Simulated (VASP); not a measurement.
Runs of VASP 6.6.1 on Al2Ru. The structure is that of space group I4/mmm (No. 139), or close to it. The cells are those of the table. 

| cell | further INCAR settings | gap on the mesh (eV) | pressure (GPa) | largest force (eV/Å) |
| --- | --- | --- | --- | --- |
| a = 4.724 Å, angles 142.6, 142.6, 53.9°, 3 atoms | ALGO = Fast; EDIFF = 1e-07; NBANDS = 17 | none | (a) | 0.05 |
| a = 4.715 Å, angles 140.7, 140.7, 56.7°, 3 atoms | ALGO = Fast; EDIFF = 1e-07; NBANDS = 17 | none | -2.2 | 0.22 |
| a = 4.668 Å, angles 142.2, 142.2, 54.6°, 3 atoms | ALGO = Fast; EDIFF = 1e-07; NBANDS = 17 | none | 16.4 | 0.14 |
| a = 4.659 Å, angles 140.2, 140.2, 57.5°, 3 atoms | ALGO = Fast; EDIFF = 1e-06; NBANDS = 17 | none | 0.8 | 0.40 |
| a = 4.715 Å, angles 140.7, 140.7, 56.7°, 3 atoms | ALGO = Fast; EDIFF = 1e-06; NBANDS = 17 | none | -2.2 | 0.22 |
| a = 4.612 Å, angles 141.7, 141.7, 55.3°, 3 atoms | ALGO = Fast; EDIFF = 1e-07; NBANDS = 17 | none | 20.5 | 0.34 |

Alike in all rows: task single point; level PBEsol; potentials or basis VASP PAW PBE potentials, release 64 (Al, Ru_pv); no spin polarisation; k mesh 22 × 22 × 22; cutoff (eV) 520; smearing gaussian 0.15 eV.

Problem. Fill in the values left out.

Solution. (a) 12.7.

Caveats: the PAW data sets were made with another functional, which shifts forces and pressure a little; the stress differs along the axes, from -4 to 2 GPa (at least some runs); the cell stands under pressure (at least some runs); the stress differs along the axes, from 8 to 15 GPa (at least some runs); the stress differs along the axes, from -3 to 8 GPa (at least some runs).

A k mesh can miss the band edges, and the runs leave out spin-orbit coupling on Ru.

A gap of «none» marks levels without a gap at the run's occupations.
